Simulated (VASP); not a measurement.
# BaTiO3 in VASP: further runs

BaTiO3 is run at these levels: PBE; tasks: electric field gradients.

All numbers are computed with VASP 6.6.1; they aren't measurements. Logs are shortened: lines on timing, memory, paths and dates and some standing lists are left out, and cuts for length are marked.

**1. The cell of the first run**

The structure is tetragonal, space group P4/mmm (No. 123). Conventional cell: a = 4.007 Å, b = 4.007 Å, c = 4.047 Å, α = 90.00°, β = 90.00°, γ = 90.00°. Ba (site symmetry 4/mmm) has 12 O at 2.83 to 2.85 Å and 8 Ti at 3.48 Å within 3.7 Å. Ti (site symmetry 4/mmm) has 6 O at 2.00 to 2.02 Å within 2.7 Å. O (site symmetry mmm) has 2 Ti at 2.00 Å within 2.7 Å. Within 2.7 Å of O (site symmetry 4/mmm) lie 2 Ti at 2.02 Å.

**2. Electric field gradients, PBE (zz strain of +1 %)**

Input file INCAR:

```
PREC = Accurate
ENCUT = 520
EDIFF = 1E-8
ISMEAR = -1
SIGMA = 0.05
LREAL = F
LASPH = T
NELM = 80
ALGO = Normal
ISIF = 2
LWAVE = F
LCHARG = F
GGA = PE
LEFG = T
NBANDS = 28
```

Input file KPOINTS:

```
Automatic mesh
0
Gamma
  8 8 8
```

Input file POSCAR:

```
BaTiO3
1.0
    4.0073000000      0.0000000000      0.0000000000
    0.0000000000      4.0073000000      0.0000000000
    0.0000000000      0.0000000000      4.0473730000
Ba Ti O
1 1 3
Direct
    0.5000000000      0.5000000000      0.5000000000
    0.0000000000      0.0000000000      0.0000000000
    0.5000000000      0.0000000000      0.0000000000
    0.0000000000      0.5000000000      0.0000000000
    0.0000000000      0.0000000000      0.5000000000
```

Potentials or basis: VASP PAW PBE potentials, release 64 (Ba_sv, Ti_sv, O).

Launch:

```sh
$ cat potpaw_PBE.64/Ba_sv/POTCAR potpaw_PBE.64/Ti_sv/POTCAR potpaw_PBE.64/O/POTCAR > POTCAR
$ mpirun -np 1 vasp_std > vasp.out
```

OUTCAR:

```text
PREC = Accurate
   ENCUT = 520
   EDIFF = 1E-8
   ISMEAR = -1
   LREAL = F
   LASPH = T
   NELM = 80
   ISIF = 2
   GGA = PE

 ion  position               nearest neighbor table
   1  0.500  0.500  0.500-   5 2.83   5 2.83   5 2.83   5 2.83   4 2.85   3 2.85   4 2.85   3 2.85
                             4 2.85   3 2.85   4 2.85   3 2.85   2 3.48   2 3.48   2 3.48   2 3.48
   2  0.000  0.000  0.000-   3 2.00   4 2.00   4 2.00   3 2.00   5 2.02   5 2.02   1 3.48   1 3.48
                             1 3.48   1 3.48   1 3.48   1 3.48   1 3.48   1 3.48
   3  0.500  0.000  0.000-   2 2.00   2 2.00   1 2.85   1 2.85   1 2.85   1 2.85
   4  0.000  0.500  0.000-   2 2.00   2 2.00   1 2.85   1 2.85   1 2.85   1 2.85
   5  0.000  0.000  0.500-   2 2.02   2 2.02   1 2.83   1 2.83   1 2.83   1 2.83

  LATTYP: Found a simple tetragonal cell.
 ALAT       =     4.0073000000
 C/A-ratio  =     1.0100000000

  Lattice vectors:

 A1 = (   4.0073000000,   0.0000000000,   0.0000000000)
 A2 = (   0.0000000000,   4.0073000000,   0.0000000000)
 A3 = (   0.0000000000,   0.0000000000,   4.0473730000)

Analysis of symmetry for initial positions (statically):
=====================================================================
 Subroutine PRICEL returns:
 Original cell was already a primitive cell.

 Routine SETGRP: Setting up the symmetry group for a
 simple tetragonal supercell.

 Subroutine GETGRP returns: Found 16 space group operations
 (whereof 16 operations were pure point group operations)
 out of a pool of 16 trial point group operations.

The static configuration has the point symmetry D_4h.

Analysis of symmetry for dynamics (positions and initial velocities):
=====================================================================
 Subroutine PRICEL returns:
 Original cell was already a primitive cell.

 Routine SETGRP: Setting up the symmetry group for a
 simple tetragonal supercell.

 Subroutine GETGRP returns: Found 16 space group operations
 (whereof 16 operations were pure point group operations)
 out of a pool of 16 trial point group operations.

The dynamic configuration has the point symmetry D_4h.

 Subroutine INISYM returns: Found 16 space group operations
 (whereof 16 operations are pure point group operations),
 and found     1 'primitive' translations

----------------------------------------------------------------------------------------

                                     Primitive cell

  volume of cell :      64.9946

  direct lattice vectors                    reciprocal lattice vectors
     4.007300000  0.000000000  0.000000000     0.249544581  0.000000000  0.000000000
     0.000000000  4.007300000  0.000000000     0.000000000  0.249544581  0.000000000
     0.000000000  0.000000000  4.047373000     0.000000000  0.000000000  0.247073843

  length of vectors
     4.007300000  4.007300000  4.047373000     0.249544581  0.249544581  0.247073843

  position of ions in fractional coordinates (direct lattice)
     0.500000000  0.500000000  0.500000000
     0.000000000  0.000000000  0.000000000
     0.500000000  0.000000000  0.000000000
     0.000000000  0.500000000  0.000000000
     0.000000000  0.000000000  0.500000000

  ion indices of the primitive-cell ions
   primitive index   ion index
                 1           1
                 2           2
                 3           3
                 4           4
                 5           5

----------------------------------------------------------------------------------------

 KPOINTS: Automatic mesh

Automatic generation of k-mesh.
 Grid dimensions read from file:
 generate k-points for:    8    8    8

 Generating k-lattice:

[... 51 lines left out ...]
 SYSTEM =  unknown system
   PREC   = accura    normal or accurate (medium, high low for compatibility)
   ISTART =      0    job   : 0-new  1-cont  2-samecut
   ICHARG =      2    charge: 1-file 2-atom 10-const
   ISPIN  =      1    spin polarized calculation?
   LNONCOLLINEAR =      F non collinear calculations
   LSORBIT =      F    spin-orbit coupling
   LASPH  =      T    aspherical Exc in radial PAW
   ENCUT  =  520.0 eV  38.22 Ry    6.18 a.u.   7.45  7.45  7.53*2*pi/ulx,y,z
   NELM   =     80;   NELMIN=  2; NELMDL= -5     # of ELM steps
   EDIFF  = 0.1E-07   stopping-criterion for ELM
   LREAL  =      F    real-space projection
   EDIFFG = 0.1E-06   stopping-criterion for IOM
   NSW    =      0    number of steps for IOM
   IBRION =     -1    ionic relax: 0-MD 1-quasi-New 2-CG
   NFREE  =      0    steps in history (QN), initial steepest desc. (CG)
   ISIF   =      2    stress and relaxation
   ISYM   =      2    0-nonsym 1-usesym 2-fastsym
   POTIM  = 0.5000    time-step for ionic-motion
   TEBEG  =    0.0;   TEEND  =   0.0 temperature during run
   PSTRESS=    0.0 pullay stress
   NELECT =      40.0000    total number of electrons
   NUPDOWN=      -1.0000    fix difference up-down
   EMIN   =  10.00;   EMAX   =-10.00  energy-range for DOS
   EFERMI =   0.00;   METHOD = LEGACY
   ISMEAR =    -1;   SIGMA  =   0.05  broadening in eV -4-tet -1-fermi 0-gaus
   EFERMI_NEDOS =   21; number of points for ismear=-14 and -15
   IALGO  =     38    algorithm
   IMIX   =      4    mixing-type and parameters
     AMIX     =   0.40;   BMIX     =  1.00
     AMIX_MAG =   1.60;   BMIX_MAG =  1.00
  volume/ion in A,a.u.               =      13.00        87.72
  Fermi-wavevector in a.u.,A,eV,Ry     =   1.392523  2.631488 26.383350  1.939122
  Thomas-Fermi vector in A             =   2.516258
   LORBIT       =      0    0 simple, 1 ext, 2 COOP (PROOUT), +10 PAW based schemes
   GGA     = PE    functional components
   LHFCALC =     F    Hartree Fock is set to
   AEXX    =    0.0000 exact exchange contribution
   IVDW    =     0    specifies the selected vdW correction
   LEPSILON=     F    determine dielectric tensor
   LRPA    =     F    only Hartree local field effects (RPA)
 non-spin polarized calculation
  energy-cutoff  :      520.00
  volume of cell :       64.99
 maximum number of plane-waves:      1779
 NGX is ok and might be reduce to    30
   NGX = 15   NGY = 15   NGZ = 15

 number of electron      39.9999977 magnetization

 Free energy of the ion-electron system (eV)
  ---------------------------------------------------
  ext. energy  EPLUGINS =         0.00000000
  ---------------------------------------------------
  free energy    TOTEN  =       -39.98001721 eV

  energy without entropy =      -39.98001721  energy(sigma->0) =      -39.98001721

 E-fermi :   4.6050     XC(G=0): -11.1888

 val. band max:        3.7436840871   @ k =   0.5000   0.5000   0.5000
 cond. band min:       5.4423138243   @ k =   0.0000   0.0000   0.0000
 fundamental gap:      1.6986297372
 Fermi energy:         4.6049944719

 k-point     1 :       0.0000    0.0000    0.0000
  band No.  band energies     occupation
      1     -52.9639      2.00000
      2     -29.1686      2.00000
      3     -29.1686      2.00000
      4     -29.1660      2.00000
      5     -21.1157      2.00000
      6     -13.1349      2.00000
[... 733 lines left out ...]
     27      11.5901      0.00000
     28      12.4363      0.00000

 [... further k-points ...]

------------------------ aborting loop because EDIFF is reached ----------------------------------------

  FORCE on cell =-STRESS in cart. coord.  units (eV):
  Direction    XX          YY          ZZ          XY          YZ          ZX
  --------------------------------------------------------------------------------------
  -------------------------------------------------------------------------------------
  Total        0.8778005      0.8778005      0.1424918      0.0000000     -0.0000000      0.0000000
  in kB       21.6386156     21.6386156      3.5125573      0.0000000     -0.0000000      0.0000000
  external PRESSURE =      15.5965962 kB  Pullay stress =       0.0000000 kB

 VOLUME and BASIS-vectors are now :
 -----------------------------------------------------------------------------
  energy-cutoff  :      520.00
  volume of cell :       64.99
      direct lattice vectors                 reciprocal lattice vectors
     4.007300000  0.000000000  0.000000000     0.249544581  0.000000000  0.000000000
     0.000000000  4.007300000  0.000000000     0.000000000  0.249544581  0.000000000
     0.000000000  0.000000000  4.047373000     0.000000000  0.000000000  0.247073843

 POSITION                                       TOTAL-FORCE (eV/Angst)
 -----------------------------------------------------------------------------------
      2.00365      2.00365      2.02369         0.000000      0.000000      0.000000
      0.00000      0.00000      0.00000         0.000000      0.000000      0.000000
      2.00365      0.00000      0.00000         0.000000      0.000000      0.000000
      0.00000      2.00365      0.00000         0.000000      0.000000      0.000000
      0.00000      0.00000      2.02369         0.000000      0.000000      0.000000
 -----------------------------------------------------------------------------------
    total drift:                                0.000000     -0.000000      0.000000

  FREE ENERGIE OF THE ION-ELECTRON SYSTEM (eV)
  ---------------------------------------------------
  free  energy   TOTEN  =       -39.9800172118 eV

  energy  without entropy=      -39.9800172086  energy(sigma->0) =      -39.98001721

 Electric field gradients (V/A^2)
---------------------------------------------------------------------
 ion       V_xx      V_yy      V_zz      V_xy      V_xz      V_yz
---------------------------------------------------------------------
   1      -0.884    -0.884     1.767    -0.000     0.000    -0.000
   2      -4.214    -4.214     8.428     0.000     0.000     0.000
   3      24.507   -13.919   -10.589     0.000     0.000    -0.000
   4     -13.919    24.507   -10.589     0.000     0.000     0.000
   5     -14.543   -14.543    29.086     0.000     0.000    -0.000
---------------------------------------------------------------------

 Electric field gradients after diagonalization (V/A^2)
 (convention: |V_zz| > |V_xx| > |V_yy|)
----------------------------------------------------------------------
 ion       V_xx      V_yy      V_zz     asymmetry (V_yy - V_xx)/ V_zz
----------------------------------------------------------------------
   1      -0.884    -0.884     1.767       0.000
   2      -4.214    -4.214     8.428       0.000
   3     -13.919   -10.589    24.507       0.136
   4     -13.919   -10.589    24.507       0.136
   5     -14.543   -14.543    29.086       0.000
----------------------------------------------------------------------

           NMR quadrupolar parameters

 Cq : quadrupolar parameter    Cq=e*Q*V_zz/h
 eta: asymmetry parameters     (V_yy - V_xx)/ V_zz
 Q  : nuclear electric quadrupole moment in mb (millibarn)
----------------------------------------------------------------------
 ion       Cq(MHz)       eta       Q (mb)
----------------------------------------------------------------------
   1       0.004       0.000       1.000
   2       0.020       0.000       1.000
   3       0.059       0.136       1.000
   4       0.059       0.136       1.000
   5       0.070       0.000       1.000
----------------------------------------------------------------------
```

Run time: 3.5 min. Hardware: 1 thread of Intel Xeon 6975P-C, shared host; peak memory 0.27 GiB.

Results:

| Property | Result |
| --- | --- |
| Free energy | -39.9800 eV |
| Pressure | 1.6 GPa |
| Band gap on the k mesh | 1.70 eV, indirect (least direct gap 1.87 eV) |

Electric field gradients, principal values (V/Å²):
| atom | least | middle | greatest (by size) |
| --- | --- | --- | --- |
| 1 Ba | -0.884 | -0.884 | 1.767 |
| 2 Ti | -4.214 | -4.214 | 8.428 |
| 3 O | -10.589 | -13.919 | 24.507 |
| 4 O | -10.589 | -13.919 | 24.507 |
| 5 O | -14.543 | -14.543 | 29.086 |

Caveat: the cell differs from its parent crystal (zz strain of +1 %); without QUAD_EFG the Cq values of the log hold for a quadrupole moment of 1 mb, not for the nuclei; spin-orbit coupling is left out, which moves the levels of the heavy elements.

**3. Electric field gradients, PBE (zz strain of +3 %)**

Input file INCAR:

```
SYSTEM = BaTiO3
ALGO = Normal
EDIFF = 1E-8
ENCUT = 520
GGA = PE
ISIF = 2
ISMEAR = -1
LASPH = .TRUE.
LCHARG = .FALSE.
LEFG = .TRUE.
LREAL = .FALSE.
LWAVE = .FALSE.
NBANDS = 28
NELM = 60
PREC = Accurate
SIGMA = 0.05
```

Input file KPOINTS:

```
k-points
0
G
  8 8 8
  0 0 0
```

POSCAR, as its differences from that of step 2:

```diff
@@ -4,3 +4,3 @@
     0.0000000000      4.0073000000      0.0000000000
-    0.0000000000      0.0000000000      4.0473730000
+    0.0000000000      0.0000000000      4.1275190000
 Ba Ti O
```

Potentials or basis: VASP PAW PBE potentials, release 64 (Ba_sv, Ti_sv, O).

Launch:

```sh
$ cat potpaw_PBE.64/Ba_sv/POTCAR potpaw_PBE.64/Ti_sv/POTCAR potpaw_PBE.64/O/POTCAR > POTCAR
$ mpirun -np 1 vasp_std > vasp.out
```

OUTCAR:

```text
SYSTEM = BaTiO3
   EDIFF = 1E-8
   ENCUT = 520
   GGA = PE
   ISIF = 2
   ISMEAR = -1
   LASPH = .TRUE.
   LREAL = .FALSE.
   NELM = 60
   PREC = Accurate

 ion  position               nearest neighbor table
   1  0.500  0.500  0.500-   5 2.83   5 2.83   5 2.83   5 2.83   4 2.88   3 2.88   4 2.88   3 2.88
                             4 2.88   3 2.88   4 2.88   3 2.88   2 3.51   2 3.51   2 3.51   2 3.51
   2  0.000  0.000  0.000-   3 2.00   4 2.00   4 2.00   3 2.00   5 2.06   5 2.06   1 3.51   1 3.51
                             1 3.51   1 3.51   1 3.51   1 3.51   1 3.51   1 3.51
   3  0.500  0.000  0.000-   2 2.00   2 2.00   1 2.88   1 2.88   1 2.88   1 2.88
   4  0.000  0.500  0.000-   2 2.00   2 2.00   1 2.88   1 2.88   1 2.88   1 2.88
   5  0.000  0.000  0.500-   2 2.06   2 2.06   1 2.83   1 2.83   1 2.83   1 2.83

  LATTYP: Found a simple tetragonal cell.
 ALAT       =     4.0073000000
 C/A-ratio  =     1.0300000000

  Lattice vectors:

 A1 = (   4.0073000000,   0.0000000000,   0.0000000000)
 A2 = (   0.0000000000,   4.0073000000,   0.0000000000)
 A3 = (   0.0000000000,   0.0000000000,   4.1275190000)
[... 958 lines left out ...]
      0.00000      2.00365      0.00000         0.000000      0.000000      0.000000
      0.00000      0.00000      2.06376         0.000000      0.000000      0.000000
 -----------------------------------------------------------------------------------
    total drift:                                0.000000     -0.000000      0.000000

  FREE ENERGIE OF THE ION-ELECTRON SYSTEM (eV)
  ---------------------------------------------------
  free  energy   TOTEN  =       -39.9636447451 eV

  energy  without entropy=      -39.9636447398  energy(sigma->0) =      -39.96364474

 Electric field gradients (V/A^2)
---------------------------------------------------------------------
 ion       V_xx      V_yy      V_zz      V_xy      V_xz      V_yz
---------------------------------------------------------------------
   1      -3.137    -3.137     6.273    -0.000     0.000    -0.000
   2     -11.945   -11.945    23.890     0.000     0.000     0.000
   3      23.197   -16.613    -6.584     0.000     0.000    -0.000
   4     -16.613    23.197    -6.584     0.000     0.000     0.000
   5     -18.265   -18.265    36.531     0.000     0.000     0.000
---------------------------------------------------------------------

 Electric field gradients after diagonalization (V/A^2)
 (convention: |V_zz| > |V_xx| > |V_yy|)
----------------------------------------------------------------------
 ion       V_xx      V_yy      V_zz     asymmetry (V_yy - V_xx)/ V_zz
----------------------------------------------------------------------
   1      -3.137    -3.137     6.273       0.000
   2     -11.945   -11.945    23.890       0.000
   3     -16.613    -6.584    23.197       0.432
   4     -16.613    -6.584    23.197       0.432
   5     -18.265   -18.265    36.531       0.000
----------------------------------------------------------------------

           NMR quadrupolar parameters

 Cq : quadrupolar parameter    Cq=e*Q*V_zz/h
 eta: asymmetry parameters     (V_yy - V_xx)/ V_zz
 Q  : nuclear electric quadrupole moment in mb (millibarn)
----------------------------------------------------------------------
 ion       Cq(MHz)       eta       Q (mb)
----------------------------------------------------------------------
   1       0.015       0.000       1.000
   2       0.058       0.000       1.000
   3       0.056       0.432       1.000
   4       0.056       0.432       1.000
   5       0.088       0.000       1.000
----------------------------------------------------------------------
```

OSZICAR:

```text
N       E                     dE             d eps       ncg     rms          rms(c)
DAV:   1     0.423093426331E+03    0.42309E+03   -0.20278E+04  4200   0.151E+03
DAV:   2    -0.633973438214E+01   -0.42943E+03   -0.40855E+03  4752   0.414E+02
DAV:   3    -0.491126773585E+02   -0.42773E+02   -0.42097E+02  4964   0.133E+02
[... 12 lines left out ...]
DAV:  16    -0.399636449231E+02    0.90035E-07   -0.26981E-06  4884   0.129E-02    0.267E-03
DAV:  17    -0.399636448925E+02    0.30624E-07   -0.45848E-07  5196   0.513E-03    0.249E-03
DAV:  18    -0.399636447654E+02    0.12709E-06   -0.17204E-07  5484   0.381E-03    0.895E-04
DAV:  19    -0.399636447524E+02    0.12985E-07   -0.17969E-08  4028   0.105E-03    0.544E-04
DAV:  20    -0.399636447451E+02    0.72614E-08   -0.65731E-09  2836   0.659E-04
   1 F= -.39963645E+02 E0= -.39963645E+02  d E =-.527644E-08
```

Run time: 3.5 min. Hardware: 1 thread of Intel Xeon 6975P-C, shared host; peak memory 0.27 GiB.

What came out:

```
Free energy            : -39.9636 eV
Pressure               : -1.4 GPa
Band gap on the k mesh : 1.62 eV, indirect (least direct gap 1.83 eV)
```

Electric field gradients, principal values (V/Å²):
```
atom    least   middle  greatest (by size)
1 Ba   -3.137   -3.137               6.273
2 Ti  -11.945  -11.945              23.890
 3 O   -6.584  -16.613              23.197
 4 O   -6.584  -16.613              23.197
 5 O  -18.265  -18.265              36.531
```

Caveat: the cell differs from its parent crystal (zz strain of +3 %); without QUAD_EFG the Cq values of the log hold for a quadrupole moment of 1 mb, not for the nuclei; spin-orbit coupling is left out, which moves the levels of the heavy elements. A k mesh can miss the band edges.

[end of part 1 of 2]
